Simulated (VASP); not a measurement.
# MnO (R-3m) in VASP: further runs

The runs below take MnO through relaxation of shape and atoms at fixed volume, single point, with PBE+U.

Everything below comes from runs of VASP 6.6.1. Logs are shortened: lines on timing, memory, paths and dates and some standing lists are left out, and cuts for length are marked.

## (1) The cell of the first run

The typed cell holds 2 atoms: a = 3.207 Å, b = 3.207 Å, c = 3.207 Å, α = 59.94°, β = 59.94°, γ = 59.94°.

## (2) Relaxation of shape and atoms at fixed volume, PBE+U, collinear spin, ferromagnetic start (11.64 Å³/atom)

File INCAR:

```
ALGO = Normal
EDIFF = 1E-6
EDIFFG = -0.01
ENCUT = 600
GGA = PE
IBRION = 2
ISIF = 4
ISMEAR = 0
ISPIN = 2
LASPH = True
LCHARG = False
LDAU = True
LDAUJ = 0 0
LDAUL = 2 -1
LDAUPRINT = 1
LDAUTYPE = 2
LDAUU = 3.9 0
LMAXMIX = 4
LORBIT = 11
LREAL = False
LWAVE = False
MAGMOM = 4.76 0.18
NELM = 150
NSW = 60
PREC = Accurate
SIGMA = 0.05
```

File KPOINTS:

```
k-points
0
Gamma
  12 12 12
```

File POSCAR:

```
MnO
1.0
    1.6018495939      0.9248282960      2.6195614362
   -1.6018495939      0.9248282960      2.6195614362
    0.0000000000     -1.8496565867      2.6195614381
Mn O
1 1
Direct
    1.0000000000      0.0000000000      0.0000000000
    0.5000000000      0.5000000000      0.5000000000
```

Potentials or basis: VASP PAW PBE potentials, release 64 (Mn_pv, O).

On the command line:

```
$ cat potpaw_PBE.64/Mn_pv/POTCAR potpaw_PBE.64/O/POTCAR > POTCAR
$ mpirun -np 1 vasp_std > vasp.out
```

OUTCAR:

```text
EDIFF = 1E-6
   EDIFFG = -0.01
   ENCUT = 600
   GGA = PE
   IBRION = 2
   ISIF = 4
   ISMEAR = 0
   ISPIN = 2
   LASPH = True
   LORBIT = 11
   LREAL = False
   NELM = 150
   NSW = 60
   PREC = Accurate

 ion  position               nearest neighbor table
   1  0.000  0.000  0.000-   2 2.27   2 2.27   2 2.27   2 2.27   2 2.27   2 2.27
   2  0.500  0.500  0.500-   1 2.27   1 2.27   1 2.27   1 2.27   1 2.27   1 2.27

  LATTYP: Found a trigonal (rhomboedric) cell.
 ALAT       =     3.2067634176
 COS(alpha) =     0.5009550957

  Lattice vectors:

 A1 = (   1.6018495939,   0.9248282960,   2.6195614362)
 A2 = (  -1.6018495939,   0.9248282960,   2.6195614362)
 A3 = (   0.0000000000,  -1.8496565867,   2.6195614381)

Analysis of symmetry for initial positions (statically):
=====================================================================
 Subroutine PRICEL returns:
 Original cell was already a primitive cell.

 Routine SETGRP: Setting up the symmetry group for a
 trigonal (rhombohedral) supercell.

 Subroutine GETGRP returns: Found 12 space group operations
 (whereof 12 operations were pure point group operations)
 out of a pool of 12 trial point group operations.

The static configuration has the point symmetry D_3d.

Analysis of symmetry for dynamics (positions and initial velocities):
=====================================================================
 Subroutine PRICEL returns:
 Original cell was already a primitive cell.

 Routine SETGRP: Setting up the symmetry group for a
 trigonal (rhombohedral) supercell.

 Subroutine GETGRP returns: Found 12 space group operations
 (whereof 12 operations were pure point group operations)
 out of a pool of 12 trial point group operations.

The dynamic configuration has the point symmetry D_3d.

Analysis of structural, dynamic, and magnetic symmetry:
=====================================================================
 Subroutine PRICEL returns:
 Original cell was already a primitive cell.

 Routine SETGRP: Setting up the symmetry group for a
 trigonal (rhombohedral) supercell.

 Subroutine GETGRP returns: Found 12 space group operations
 (whereof 12 operations were pure point group operations)
 out of a pool of 12 trial point group operations.

The overall configuration has the point symmetry D_3d.

 Subroutine INISYM returns: Found 12 space group operations
 (whereof 12 operations are pure point group operations),
 and found     1 'primitive' translations

----------------------------------------------------------------------------------------

                                     Primitive cell

  volume of cell :      23.2843

  direct lattice vectors                    reciprocal lattice vectors
     1.601849594  0.924828296  2.619561436     0.312139168  0.180213633  0.127247763
    -1.601849594  0.924828296  2.619561436    -0.312139168  0.180213633  0.127247763
     0.000000000 -1.849656587  2.619561438     0.000000000 -0.360427266  0.127247763

  length of vectors
     3.206763418  3.206763418  3.206763418     0.382230045  0.382230045  0.382230045

  position of ions in fractional coordinates (direct lattice)
     0.000000000  0.000000000  0.000000000
     0.500000000  0.500000000  0.500000000

  ion indices of the primitive-cell ions
   primitive index   ion index
                 1           1
                 2           2

[... 136 lines left out ...]

 VOLUME and BASIS-vectors are now :
 -----------------------------------------------------------------------------
  energy-cutoff  :      600.00
  volume of cell :       23.28
      direct lattice vectors                 reciprocal lattice vectors
     1.601849594  0.924828296  2.619561436     0.312139168  0.180213633  0.127247763
    -1.601849594  0.924828296  2.619561436    -0.312139168  0.180213633  0.127247763
     0.000000000 -1.849656587  2.619561438     0.000000000 -0.360427266  0.127247763

 POSITION                                       TOTAL-FORCE (eV/Angst)
 -----------------------------------------------------------------------------------
      0.00000      0.00000      0.00000        -0.000000      0.000000      0.000000
      0.00000      0.00000      3.92934         0.000000     -0.000000     -0.000000
 -----------------------------------------------------------------------------------
    total drift:                                0.000000     -0.000000      0.000000

  FREE ENERGIE OF THE ION-ELECTRON SYSTEM (eV)
  ---------------------------------------------------
  free  energy   TOTEN  =       -15.4861995474 eV

  energy  without entropy=      -15.4861836072  energy(sigma->0) =      -15.48619158

atom =   1  type =  1  l = 2

 onsite density matrix

spin component  1

  0.9513  0.0000 -0.0000 -0.0152  0.0000
  0.0000  0.9621 -0.0000  0.0000 -0.0152
 -0.0000 -0.0000  0.9406 -0.0000  0.0000
 -0.0152  0.0000 -0.0000  0.9621  0.0000
  0.0000 -0.0152  0.0000  0.0000  0.9513

spin component  2

  0.0335  0.0000  0.0000 -0.0232  0.0000
  0.0000  0.0500 -0.0000 -0.0000 -0.0232
  0.0000 -0.0000  0.0171  0.0000  0.0000
 -0.0232 -0.0000  0.0000  0.0500  0.0000
  0.0000 -0.0232  0.0000  0.0000  0.0335

 occupancies and eigenvectors

  o =  0.0171  v =  0.0000  0.0000  0.0000  0.0000  0.0000 -0.8167  0.0000  0.0000 -0.5771  0.0000      0.0000  0.0000  0.0000  0.0000  0.0000  0.0000  0.0000  0.0000  0.0000  0.0000
  o =  0.0171  v =  0.0000  0.0000  0.0000  0.0000  0.0000 -0.0000 -0.5771 -0.0000 -0.0000 -0.8167      0.0000  0.0000  0.0000  0.0000  0.0000  0.0000  0.0000  0.0000  0.0000  0.0000
  o =  0.0171  v =  0.0000  0.0000  0.0000  0.0000  0.0000 -0.0000  0.0000 -1.0000 -0.0000  0.0000      0.0000  0.0000  0.0000  0.0000  0.0000  0.0000  0.0000  0.0000  0.0000  0.0000
  o =  0.0663  v =  0.0000  0.0000  0.0000  0.0000  0.0000  0.0000 -0.8167  0.0000 -0.0000  0.5771      0.0000  0.0000  0.0000  0.0000  0.0000  0.0000  0.0000  0.0000  0.0000  0.0000
  o =  0.0663  v =  0.0000  0.0000  0.0000  0.0000  0.0000 -0.5771 -0.0000  0.0000  0.8167  0.0000      0.0000  0.0000  0.0000  0.0000  0.0000  0.0000  0.0000  0.0000  0.0000  0.0000
  o =  0.9406  v = -0.8170 -0.0000 -0.0000 -0.5766 -0.0000  0.0000  0.0000  0.0000  0.0000  0.0000      0.0000  0.0000  0.0000  0.0000  0.0000  0.0000  0.0000  0.0000  0.0000  0.0000
  o =  0.9406  v = -0.0000  0.5766  0.0000 -0.0000  0.8170  0.0000  0.0000  0.0000  0.0000  0.0000      0.0000  0.0000  0.0000  0.0000  0.0000  0.0000  0.0000  0.0000  0.0000  0.0000
  o =  0.9406  v =  0.0000  0.0000 -1.0000  0.0000  0.0000  0.0000  0.0000  0.0000  0.0000  0.0000      0.0000  0.0000  0.0000  0.0000  0.0000  0.0000  0.0000  0.0000  0.0000  0.0000
  o =  0.9728  v =  0.0000 -0.8170  0.0000 -0.0000  0.5766  0.0000  0.0000  0.0000  0.0000  0.0000      0.0000  0.0000  0.0000  0.0000  0.0000  0.0000  0.0000  0.0000  0.0000  0.0000
  o =  0.9728  v =  0.5766  0.0000  0.0000 -0.8170 -0.0000  0.0000  0.0000  0.0000  0.0000  0.0000      0.0000  0.0000  0.0000  0.0000  0.0000  0.0000  0.0000  0.0000  0.0000  0.0000

--------------------------------------- Ionic step        2  -------------------------------------------

 number of electron      18.9999999 magnetization       4.9999999

 Free energy of the ion-electron system (eV)
  ---------------------------------------------------
  ext. energy  EPLUGINS =         0.00000000
  ---------------------------------------------------
  free energy    TOTEN  =       -15.48621154 eV

  energy without entropy =      -15.48619565  energy(sigma->0) =      -15.48620360

 E-fermi :   6.1530     XC(G=0): -11.4862

 val. band max:        6.0786238460   @ k =   0.5000   0.0000   0.0000
 cond. band min:       6.1840841282   @ k =   0.0000   0.0000   0.0000
 fundamental gap:      0.1054602822
 Fermi energy:         6.1529802655

 spin component 1

 k-point     1 :       0.0000    0.0000    0.0000
  band No.  band energies     occupation
      1     -43.6003      1.00000
      2     -43.6003      1.00000
      3     -43.5998      1.00000
      4     -12.6769      1.00000
      5       2.0675      1.00000
      6       2.0693      1.00000
      7       2.0693      1.00000
      8       2.3689      1.00000
      9       2.3689      1.00000
     10       3.6468      1.00000
     11       3.6507      1.00000
     12       3.6507      1.00000
[... 841 lines left out ...]
      4     -11.4604      1.00000
      5       0.5437      1.00000
      6       2.4232      1.00000
      7       2.8140      1.00000
      8      10.1293      0.00000
      9      10.3474      0.00000
     10      10.7339      0.00000
     11      11.1709      0.00000
     12      11.8692      0.00000
     13      13.2791      0.00000
     14      15.8798      0.00000
     15      18.3025      0.00000

 [... further k-points ...]

------------------------ aborting loop because EDIFF is reached ----------------------------------------

  FORCE on cell =-STRESS in cart. coord.  units (eV):
  Direction    XX          YY          ZZ          XY          YZ          ZX
  --------------------------------------------------------------------------------------
  -------------------------------------------------------------------------------------
  Total       -0.2361189     -0.2361189     -0.2511846      0.0000000     -0.0000000      0.0000000
  in kB      -16.2472050    -16.2472049    -17.2838673      0.0000000     -0.0000000      0.0000000
  external PRESSURE =     -16.5927591 kB  Pullay stress =       0.0000000 kB

 VOLUME and BASIS-vectors are now :
 -----------------------------------------------------------------------------
  energy-cutoff  :      600.00
  volume of cell :       23.28
      direct lattice vectors                 reciprocal lattice vectors
     1.602260622  0.925065603  2.618217615     0.312059095  0.180167403  0.127313074
    -1.602260622  0.925065603  2.618217615    -0.312059095  0.180167403  0.127313074
    -0.000000000 -1.850131201  2.618217617     0.000000000 -0.360334805  0.127313074

 POSITION                                       TOTAL-FORCE (eV/Angst)
 -----------------------------------------------------------------------------------
     -0.00000     -1.85013      2.61822         0.000000      0.000000      0.000000
     -0.00000      0.00000      3.92733        -0.000000     -0.000000     -0.000000
 -----------------------------------------------------------------------------------
    total drift:                                0.000000     -0.000000      0.000000

  FREE ENERGIE OF THE ION-ELECTRON SYSTEM (eV)
  ---------------------------------------------------
  free  energy   TOTEN  =       -15.4862115381 eV

  energy  without entropy=      -15.4861956524  energy(sigma->0) =      -15.48620360

 reached required accuracy - stopping structural energy minimisation

 total charge

# of ion       s       p       d       tot
------------------------------------------
    1        0.198   6.164   4.933  11.296
    2        1.551   3.428   0.000   4.980
--------------------------------------------------
tot          1.750   9.593   4.933  16.275

 magnetization (x)

# of ion       s       p       d       tot
------------------------------------------
    1        0.033   0.025   4.573   4.632
    2        0.022   0.119   0.000   0.141
--------------------------------------------------
tot          0.055   0.144   4.573   4.773
```

Wall time 1.8 min (1 thread of Intel Xeon 6975P-C (Granite Rapids), shared host); peak memory 0.27 GiB.

Results:

- Free energy: -15.4862 eV
- Energy gained by relaxing: 0.0 meV/atom
- Ionic steps: 2
- Pressure after relaxing: -1.7 GPa
- Band gap on the k mesh: 0.11 eV (least direct gap 2.26 eV)
- Net moment: 5.00 μB per cell
- Site moments: Mn +4.63; O +0.14 μB
- Valence electrons inside the program's atomic spheres: Mn 11.30; O 4.98

Final structure:
```
Mn O
1.0
     1.60226    0.92507    2.61822
    -1.60226    0.92507    2.61822
     0.00000   -1.85013    2.61822
Mn O
1 1
Direct
  0.00000 0.00000 0.00000
  0.50000 0.50000 0.50000
```

Eigenvalues of the final occupation matrices:
| site | spin | trace | eigenvalues |
| --- | --- | --- | --- |
| site 1 d | 1 | 4.77 | 0.94 0.94 0.94 0.97 0.97 |
| site 1 d | 2 | 0.18 | 0.02 0.02 0.02 0.07 0.07 |

Caveat: a cell with one magnetic atom can't hold antiferromagnetic order, which such compounds often take.

## (3) Single point, PBE+U, collinear spin, ferromagnetic start

This run uses another cell than the first one, of 10.87 Å³/atom.

File INCAR:

```
SYSTEM = MnO
PREC = Accurate
ENCUT = 520
EDIFF = 1E-6
ISMEAR = 0
SIGMA = 0.05
LREAL = .False.
LASPH = .True.
NELM = 150
ALGO = Normal
ISIF = 2
LWAVE = .False.
LCHARG = .True.
ISPIN = 2
MAGMOM = 5 0
LORBIT = 11
LMAXMIX = 4
LDAU = .True.
LDAUTYPE = 2
LDAUL = 2 -1
LDAUU = 3.9 0
LDAUJ = 0 0
LDAUPRINT = 1
GGA = PE
LELF = .True.
LVHAR = .True.
NBANDS = 20
```

File KPOINTS:

```
Automatic mesh
0
Gamma
  5 5 5
  0 0 0
```

File POSCAR:

```
MnO
1.0
    1.5746100000      0.9091015100      2.5304666700
   -1.5746100000      0.9091015100      2.5304666700
    0.0000000000     -1.8182030100      2.5304666700
Mn O
1 1
Direct
    1.0000000000      0.0000000000      0.0000000000
    0.5000000000      0.5000000000      0.5000000000
```

Potentials or basis: VASP PAW PBE potentials, release 64 (Mn_pv, O).

On the command line:

```
$ cat potpaw_PBE.64/Mn_pv/POTCAR potpaw_PBE.64/O/POTCAR > POTCAR
$ mpirun -np 1 vasp_std > vasp.out
```

Run time: 35 s. Hardware: 1 thread of Intel Xeon 8259CL, shared host; peak memory 0.12 GiB.

It converged, with:

| Property | Result |
| --- | --- |
| Free energy | -15.4406 eV |
| Pressure | 9.6 GPa |
| Band gap on the k mesh | 0.40 eV (least direct gap 2.71 eV) |
| Net moment | 5.00 μB per cell |
| Site moments | Mn +4.62; O +0.16 μB |
| Valence electrons inside the program's atomic spheres | Mn 11.36; O 5.02 |

Stress tensor (GPa, compression positive):
```
 8.77  0.00  0.00
 0.00  8.77  0.00
 0.00  0.00 11.21
```

Levels at points of the mesh, in eV from the valence-band top:
Spin up:
```csv
k point,band 10,band 11,band 12,band 13,band 14,band 15
"(0.00, 0.00, 0.00)",-2.72,-2.72,-2.62,0.40,14.78,16.43
```
Spin down:
```
           k point  band 3  band 4  band 5  band 6  band 7  band 8  band 9  band 10  band 11  band 12
(0.00, 0.00, 0.00)  -44.64  -18.90   -2.40   -2.40   -2.31    1.77    3.27     3.27     3.39     3.91
```

Eigenvalues of the final occupation matrices:
```
    site  spin  trace               eigenvalues
site 1 d     1   4.78  0.94 0.94 0.94 0.98 0.98
site 1 d     2   0.21  0.02 0.02 0.02 0.07 0.07
```

Caveat: the k points lie up to 0.49 Å⁻¹ apart; an odd mesh through Γ misses points on the zone boundary, where band edges can lie; a cell with one magnetic atom can't hold antiferromagnetic order, which such compounds often take.

## (4) Single point, PBE+U, collinear spin, ferromagnetic start

This run uses another cell than the first one, of 10.87 Å³/atom.

File INCAR:

```
ALGO = Normal ; EDIFF = 1E-6
ENCUT = 520 ; GGA = PE
ISIF = 2 ; ISMEAR = 0
ISPIN = 2 ; LASPH = True
LCHARG = False ; LDAU = True
LDAUJ = 0 0 ; LDAUL = 2 -1
LDAUPRINT = 1 ; LDAUTYPE = 2
LDAUU = 3.9 0 ; LMAXMIX = 4
LORBIT = 11 ; LREAL = False
LWAVE = False ; MAGMOM = 5 0
NBANDS = 20 ; NELM = 150
PREC = Accurate ; SIGMA = 0.05
```

File KPOINTS:

```
k-points
0
Gamma
  12 12 12
```

POSCAR is that of step 3.

Potentials or basis: VASP PAW PBE potentials, release 64 (Mn_pv, O).

On the command line:

```
$ cat potpaw_PBE.64/Mn_pv/POTCAR potpaw_PBE.64/O/POTCAR > POTCAR
$ mpirun -np 1 vasp_std > vasp.out
```

OUTCAR:

```text
EDIFF = 1E-6
   ENCUT = 520
   GGA = PE
   ISIF = 2
   ISMEAR = 0
   ISPIN = 2
   LASPH = True
   LORBIT = 11
   LREAL = False
   NELM = 150
   PREC = Accurate

 ion  position               nearest neighbor table
   1  0.000  0.000  0.000-   2 2.22   2 2.22   2 2.22   2 2.22   2 2.22   2 2.22
   2  0.500  0.500  0.500-   1 2.22   1 2.22   1 2.22   1 2.22   1 2.22   1 2.22

  LATTYP: Found a trigonal (rhomboedric) cell.
 ALAT       =     3.1159466901
 COS(alpha) =     0.4892645908

  Lattice vectors:

 A1 = (   1.5746100000,   0.9091015100,   2.5304666700)
[... 1356 lines left out ...]

 VOLUME and BASIS-vectors are now :
 -----------------------------------------------------------------------------
  energy-cutoff  :      520.00
  volume of cell :       21.73
      direct lattice vectors                 reciprocal lattice vectors
     1.574610000  0.909101510  2.530466670     0.317538946  0.183331196  0.131728008
    -1.574610000  0.909101510  2.530466670    -0.317538946  0.183331196  0.131728008
     0.000000000 -1.818203010  2.530466670     0.000000000 -0.366662392  0.131728008

 POSITION                                       TOTAL-FORCE (eV/Angst)
 -----------------------------------------------------------------------------------
      0.00000      0.00000      0.00000         0.000000     -0.000000     -0.000000
      0.00000      0.00000      3.79570        -0.000000      0.000000      0.000000
 -----------------------------------------------------------------------------------
    total drift:                               -0.000000     -0.000000     -0.000000

  FREE ENERGIE OF THE ION-ELECTRON SYSTEM (eV)
  ---------------------------------------------------
  free  energy   TOTEN  =       -15.4443684794 eV

  energy  without entropy=      -15.4443681655  energy(sigma->0) =      -15.44436832

 total charge

# of ion       s       p       d       tot
------------------------------------------
    1        0.210   6.188   4.964  11.362
    2        1.555   3.461   0.000   5.016
--------------------------------------------------
tot          1.765   9.649   4.964  16.378

 magnetization (x)

# of ion       s       p       d       tot
------------------------------------------
    1        0.033   0.027   4.560   4.619
    2        0.024   0.136   0.000   0.160
--------------------------------------------------
tot          0.057   0.163   4.560   4.779
```

OSZICAR:

```text
N       E                     dE             d eps       ncg     rms          rms(c)
DAV:   1     0.174879713175E+03    0.17488E+03   -0.10748E+04 15256   0.116E+03
DAV:   2    -0.791812428585E+01   -0.18280E+03   -0.16941E+03 15476   0.330E+02
DAV:   3    -0.164338611335E+02   -0.85157E+01   -0.84519E+01 16956   0.773E+01
DAV:   4    -0.164951088639E+02   -0.61248E-01   -0.61234E-01 17236   0.674E+00
DAV:   5    -0.164956342201E+02   -0.52536E-03   -0.52535E-03 16960   0.622E-01    0.145E+01
DAV:   6    -0.150660076926E+02    0.14296E+01   -0.80961E+00 20888   0.313E+01    0.136E+01
DAV:   7    -0.154120806781E+02   -0.34607E+00   -0.83385E-01 16536   0.105E+01    0.823E+00
DAV:   8    -0.154062924929E+02    0.57882E-02   -0.12494E-01 16532   0.320E+00    0.484E+00
DAV:   9    -0.154444396380E+02   -0.38147E-01   -0.16957E-02 16256   0.142E+00    0.473E-01
DAV:  10    -0.154442375291E+02    0.20211E-03   -0.31930E-03 16964   0.662E-01    0.104E-01
DAV:  11    -0.154443204990E+02   -0.82970E-04   -0.24723E-04 17096   0.123E-01    0.475E-02
DAV:  12    -0.154443629023E+02   -0.42403E-04   -0.30118E-05 16888   0.522E-02    0.202E-02
DAV:  13    -0.154443688064E+02   -0.59041E-05   -0.27364E-06 17224   0.193E-02    0.600E-03
DAV:  14    -0.154443684794E+02    0.32707E-06   -0.90760E-07 10628   0.722E-03
   1 F= -.15444368E+02 E0= -.15444368E+02  d E =-.313852E-06  mag=     5.0000
```

stdout:

```text
POSCAR found type information on POSCAR MnO
 POSCAR found :  2 types and       2 ions
 scaLAPACK will be used
 LDA part: xc-table for (Slater+PW92), standard interpolation
 POSCAR, INCAR and KPOINTS ok, starting setup
 FFT: planning ... GRIDC
 FFT: planning ... GRID_SOFT
 FFT: planning ... GRID
 WAVECAR not read
 entering main loop
```

Run time: 4.4 min. Hardware: 1 thread of Intel Xeon 8259CL, shared host; peak memory 0.21 GiB.

Results:

```
Free energy                                           : -15.4444 eV
Pressure                                              : 9.6 GPa
Band gap on the k mesh                                : 0.21 eV (least direct gap 2.71 eV)
Net moment                                            : 5.00 μB per cell
Site moments                                          : Mn +4.62; O +0.16 μB
Valence electrons inside the program's atomic spheres : Mn 11.36; O 5.02
```

Stress tensor (GPa, compression positive):
```
 8.77  0.00  0.00
 0.00  8.77  0.00
 0.00  0.00 11.20
```

Eigenvalues of the final occupation matrices:
```csv
site,spin,trace,eigenvalues
site 1 d,1,4.78,0.94 0.94 0.94 0.98 0.98
site 1 d,2,0.21,0.02 0.02 0.02 0.07 0.07
```

Caveat: the cell stands under pressure; a cell with one magnetic atom can't hold antiferromagnetic order, which such compounds often take. The state reached can hang on the start; a lower one may exist.

(Continued in part 2 of 2.)
